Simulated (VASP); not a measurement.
Here is a VASP 6.6.1 calculation.

Contents of INCAR:

```
ALGO     = Normal         # electronic algorithm
EDIFF    = 1E-6           # SCF threshold, eV
ENCUT    = 520            # plane-wave cutoff, eV
GGA      = PS             # functional
ISIF     = 2              # what is computed and relaxed
ISMEAR   = 0              # smearing method
LASPH    = T              # aspherical terms in the spheres
LCHARG   = F              # write CHGCAR
LREAL    = F              # projectors in reciprocal space
LWAVE    = F              # write WAVECAR
NBANDS   = 14             # bands
NELM     = 80             # most SCF steps
PREC     = Accurate       # precision mode
SIGMA    = 0.1            # smearing width, eV
```

File KPOINTS:

```
k-points
0
Gamma
  18 18 18
```

File POSCAR:

```
ZrH
1.0
   -1.7320379079      1.7320379079      2.6010938454
    1.7320379079     -1.7320379079      2.6010938454
    1.7320379079      1.7320379079     -2.6010938454
Zr H
1 1
Direct
    0.0000000000      0.0000000000      0.0000000000
    0.7500000000      0.2500000000      0.5000000000
```

Potentials or basis: VASP PAW PBE potentials, release 64 (Zr_sv, H).

Launch:

```console
$ cat potpaw_PBE.64/Zr_sv/POTCAR potpaw_PBE.64/H/POTCAR > POTCAR
$ mpirun -np 1 vasp_std > vasp.out
```

(1) Estimate the pressure.

Answers

(1) -15.5 GPa.

Caveat: the cell differs from its parent crystal (strained); the PAW data sets were made with another functional, which shifts forces and pressure a little.
